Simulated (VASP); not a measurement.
GaSb, 2 atoms in the cell. Symmetry: Immm, No. 71, orthorhombic system. Conventional cell: a = 3.112 Å, b = 5.350 Å, c = 5.787 Å, α = 90.00°, β = 90.00°, γ = 90.00°. Within 3.8 Å of Ga (site symmetry mmm) lie 6 Sb at 2.89 to 3.09 Å and 2 Ga at 3.11 Å. Sb (site symmetry mmm) has 6 Ga at 2.89 to 3.09 Å and 2 Sb at 3.11 Å within 3.8 Å. 

| Item | Value |
| --- | --- |
| Program | VASP 6.6.1 |
| Task | single point |
| Functional | r2SCAN |
| Potentials or basis | VASP PAW PBE potentials, release 64 (Ga_d, Sb) |
| Cutoff | 550 eV |
| k mesh | 4 × 4 × 4 |
| Occupations | fermi-dirac, width 0.1 eV |
| Spin | no spin polarisation |
| Dipole correction | no |
| Further INCAR settings | ALGO = Normal; EDIFF = 1e-06; NBANDS = 16 |

Potentials or basis: VASP PAW PBE potentials, release 64 (Ga_d, Sb).

Launch:

```sh
$ cat potpaw_PBE.64/Ga_d/POTCAR potpaw_PBE.64/Sb/POTCAR > POTCAR
$ cp INCAR.step1 INCAR
$ mpirun -np 1 vasp_std > vasp.out
$ cp INCAR.step2 INCAR
$ mpirun -np 1 vasp_std > vasp.out
```

Hardware: 1 thread of Intel(R) Xeon(R) Platinum 8488C (Sapphire Rapids), with other jobs on the host.

Task: Estimate the wall time of this run.

Result: It took 59 s on 1 thread of Intel(R) Xeon(R) Platinum 8488C (Sapphire Rapids), with other jobs on the host, peak memory 0.19 GiB. Counts: k points 18.
